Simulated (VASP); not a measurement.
Set up this calculation in VASP 6.6.1, as the native input.

```yaml
Task: single point
Functional: r2SCAN
Potentials_or_basis: VASP PAW PBE potentials, release 64 (Tc_pv)
Cutoff: 520 eV
k_mesh: 11 × 11 × 6
Occupations: fermi-dirac, width 0.05 eV
Spin: no spin polarisation
Dipole_correction: no
Further_INCAR_settings: ALGO = Normal; EDIFF = 1e-07; NBANDS = 20
```

Crystal: Tc.

```
CELL_PARAMETERS angstrom
2.70297 0.00000 0.00000
-1.35148 2.34084 0.00000
0.00000 0.00000 4.33856
ATOMIC_POSITIONS crystal
Tc 0.66667 0.33333 0.75000
Tc 0.33333 0.66667 0.25000
```

The input as run:

POSCAR

```
Tc
1.0
    2.7029684335      0.0000000000      0.0000000000
   -1.3514842167      2.3408393290      0.0000000000
    0.0000000000      0.0000000000      4.3385602812
Tc
2
Direct
    0.6666666667      0.3333333333      0.7500000000
    0.3333333333      0.6666666667      0.2500000000
```

INCAR.step1

```
PREC = Accurate
ENCUT = 520
ISMEAR = -1
SIGMA = 0.05
LREAL = F
LASPH = T
NELM = 100
NBANDS = 20
GGA = PE
ALGO = Normal
EDIFF = 1E-4
LWAVE = T
LCHARG = F
```

INCAR.step2

```
PREC = Accurate
ENCUT = 520
EDIFF = 1E-7
ISMEAR = -1
SIGMA = 0.05
LREAL = F
LASPH = T
NELM = 100
ALGO = Normal
ISIF = 2
LWAVE = F
LCHARG = F
METAGGA = R2SCAN
LMIXTAU = T
NBANDS = 20
ISTART = 1
```

KPOINTS

```
Automatic mesh
0
Gamma
  11 11 6
```

Potentials or basis: VASP PAW PBE potentials, release 64 (Tc_pv).

The run is started by

```console
$ cat potpaw_PBE.64/Tc_pv/POTCAR > POTCAR
$ cp INCAR.step1 INCAR
$ mpirun -np 1 vasp_std > vasp.out
$ cp INCAR.step2 INCAR
$ mpirun -np 1 vasp_std > vasp.out
```

It gave:

```yaml
Pressure: 12.4 GPa
Band_gap_on_the_k_mesh: zero (band 13 reaches 14.89 eV, above the bottom of band 14 at 11.44 eV)
```

Caveat: the PAW data sets were made with another functional, which shifts forces and pressure a little.

Run time: 80 s on 1 thread of Intel(R) Xeon(R) Platinum 8559C (Emerald Rapids), with other jobs on the host, peak memory 0.16 GiB.
